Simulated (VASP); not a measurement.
Wanted: the native input for a VASP 6.6.1 run.

```
Task                   : single point
Functional             : PBE
Potentials or basis    : VASP PAW PBE potentials, release 64 (Ta_pv, Al, O)
Cutoff                 : 520 eV
k mesh                 : 6 × 6 × 4
Occupations            : gaussian, width 0.2 eV
Spin                   : no spin polarisation
Dipole correction      : no
Further INCAR settings : ALGO = Normal; EDIFF = 1e-06; NBANDS = 37
```

The structure of TaAl3O lies in POSCAR:

```
TaAl3O
1.0
    4.0993167357      0.0000000000      0.0000000000
    0.0000000000      4.0993167357      0.0000000000
    0.0000000000      0.0000000000      8.1986334714
Ta Al O
2 6 2
Direct
    0.5000000000      0.5000000000      0.2500000000
    0.5000000000      0.5000000000      0.7500000000
    0.0000000000      0.0000000000      0.2500000000
    0.0000000000      0.0000000000      0.7500000000
    0.5000000000      0.0000000000      0.5000000000
    0.5000000000      0.0000000000      1.0000000000
    0.0000000000      0.5000000000      0.5000000000
    0.0000000000      0.5000000000      0.0000000000
    1.0000000000      1.0000000000      0.0000000000
    1.0000000000      1.0000000000      0.5000000000
```

These files were run (other wordings do the same):

INCAR

```
ALGO     = Normal         # electronic algorithm
EDIFF    = 1E-6           # SCF threshold, eV
ENCUT    = 520            # plane-wave cutoff, eV
GGA      = PE             # functional
ISIF     = 2              # what is computed and relaxed
ISMEAR   = 0              # smearing method
LASPH    = True           # aspherical terms in the spheres
LCHARG   = False          # write CHGCAR
LREAL    = False          # projectors in reciprocal space
LWAVE    = False          # write WAVECAR
NBANDS   = 37             # bands
NELM     = 80             # most SCF steps
PREC     = Accurate       # precision mode
SIGMA    = 0.2            # smearing width, eV
```

KPOINTS

```
k-points
0
Gamma
  6 6 4
```

Potentials or basis: VASP PAW PBE potentials, release 64 (Ta_pv, Al, O).

Run with:

```console
$ cat potpaw_PBE.64/Ta_pv/POTCAR potpaw_PBE.64/Al/POTCAR potpaw_PBE.64/O/POTCAR > POTCAR
$ mpirun -np 1 vasp_std > vasp.out
```

Results of the run:

- Pressure: 0.0 GPa
- Band gap on the k mesh: zero (band 26 reaches 8.59 eV, above the bottom of band 27 at 7.20 eV)

Caveat: spin-orbit coupling is left out, which moves the levels of the heavy elements.

Wall time 93 s on 1 thread of AMD EPYC 9R45 96-Core Processor (Zen 5), on a shared host, peak memory 0.27 GiB.
